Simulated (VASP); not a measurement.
Input of a VASP 6.6.1 run:

The input INCAR:

```
PREC = Accurate
ENCUT = 520
EDIFF = 1E-6
ISMEAR = 0
SIGMA = 0.01
LREAL = F
LASPH = T
NELM = 150
ALGO = Normal
ISIF = 2
LWAVE = F
LCHARG = F
ISPIN = 2
MAGMOM = 1.558 1.558
LORBIT = 11
LMAXMIX = 4
GGA = CA
NBANDS = 20
```

Contents of KPOINTS:

```
regular mesh
0
Gamma
  15 15 8
```

File POSCAR:

```
Co
1.0
    2.4273810165      0.0000000000      0.0000000000
   -1.2136905082      2.1021736250      0.0000000000
    0.0000000000      0.0000000000      3.9230481332
Co
2
Direct
    0.3333333333      0.6666666667      0.2500000000
    0.6666666667      0.3333333333      0.7500000000
```

Potentials or basis: VASP PAW LDA potentials, release 64 (Co).

Run with:

```sh
$ cat potpaw_LDA.64/Co/POTCAR > POTCAR
$ mpirun -np 1 vasp_std > vasp.out
```

**Question.** Estimate the site moments.

**Answer.** Co +1.50 μB.

**Question.** Estimate the pressure.

**Answer.** -0.8 GPa.

**Question.** Predict the net moment.

**Answer.** 3.02 μB per cell.

Stress tensor (GPa, compression positive):
```
-0.42  0.00  0.00
 0.00 -0.42  0.00
 0.00  0.00 -1.71
```
